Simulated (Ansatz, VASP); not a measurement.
**Two plane-wave programs on MgCdC4N4**

INCAR

```
SYSTEM = MgCdC4N4
PREC = Accurate
ENCUT = 600
EDIFF = 1E-7
ISMEAR = 0
SIGMA = 0.1
LREAL = .False.
LASPH = .True.
NELM = 100
ALGO = Normal
ISIF = 3
LWAVE = .False.
LCHARG = .False.
GGA = PE
IBRION = 2
NSW = 90
EDIFFG = -0.04
```

Contents of KPOINTS:

```
Automatic mesh
0
Gamma
  4 4 4
  0 0 0
```

Contents of POSCAR:

```
MgCdC4N4
1.0
    6.0575590200      0.0000000000      0.0000000000
    0.0000000000      6.0575590200      0.0000000000
    0.0000000000      0.0000000000      6.0575590200
Mg Cd C N
1 1 4 4
Direct
    0.5000000000      0.5000000000      0.5000000000
    0.0000000000      0.0000000000      0.0000000000
    0.1907167400      0.1907167400      0.1907167400
    0.1907167400      0.8092832600      0.8092832600
    0.8092832600      0.1907167400      0.8092832600
    0.8092832600      0.8092832600      0.1907167400
    0.3022302700      0.3022302700      0.3022302700
    0.3022302700      0.6977697300      0.6977697300
    0.6977697300      0.3022302700      0.6977697300
    0.6977697300      0.6977697300      0.3022302700
```

Input for Ansatz:

```yaml
crystal:
  lattice:
    - [6.05755902, 0.0, 0.0]
    - [0.0, 6.05755902, 0.0]
    - [0.0, 0.0, 6.05755902]
  atoms:
    - { symbol: Mg, position: [0.5, 0.5, 0.5] }
    - { symbol: Cd, position: [0.0, 0.0, 0.0] }
    - { symbol: C, position: [0.19071674, 0.19071674, 0.19071674] }
    - { symbol: C, position: [0.19071674, 0.80928326, 0.80928326] }
    - { symbol: C, position: [0.80928326, 0.19071674, 0.80928326] }
    - { symbol: C, position: [0.80928326, 0.80928326, 0.19071674] }
    - { symbol: "N", position: [0.30223027, 0.30223027, 0.30223027] }
    - { symbol: "N", position: [0.30223027, 0.69776973, 0.69776973] }
    - { symbol: "N", position: [0.69776973, 0.30223027, 0.69776973] }
    - { symbol: "N", position: [0.69776973, 0.69776973, 0.30223027] }
basis:
  ecutwfc: 420
kpoints:
  mp_grid: { grid: [4, 4, 4] }
hamiltonian:
  xc: pbe
scf:
  occupations: { method: gaussian, width: 0.1 }
  lower_state_search: "off"
output:
  forces: true
  stress: true
  eigenvalues: true
relax:
  adjacent_minimum: "off"
  f_tol: 0.04
  max_steps: 70
  cell: { stress_tol: 0.4 }
```

Alike in both runs: task relaxation of cell and atoms; functional PBE; k mesh 4 × 4 × 4; occupations gaussian, width 0.1 eV; no spin polarisation.

|  | VASP | Ansatz |
| --- | --- | --- |
| version | VASP 6.6.1 | Ansatz 0.2.0 |
| potentials or method | VASP PAW PBE potentials, release 64 (Mg, Cd, C, N), cutoff 600 eV | scalar-relativistic, plane waves, PAW |
| valence electrons in the cell | 50 | 66 |

Ansatz gave:

```
gap on the k mesh at the Fermi level, each at its own relaxed structure (eV) : 6.15
relaxed volume (Å³/atom)                                                     : 24.59
relaxed cell length with the largest relative difference (Å)                 : 6.265
```

Q: Estimate VASP's values.

A: gap on the k mesh at the Fermi level, each at its own relaxed structure (eV): 6.14; relaxed volume (Å³/atom): 24.79; relaxed cell length with the largest relative difference (Å): 6.282.

VASP's potentials hold 50 valence electrons a cell and Ansatz's 66, so a difference there can come from the potentials and not from the codes.

Noted on VASP's run: the standard files for N, O and F lose accuracy on very short bonds.
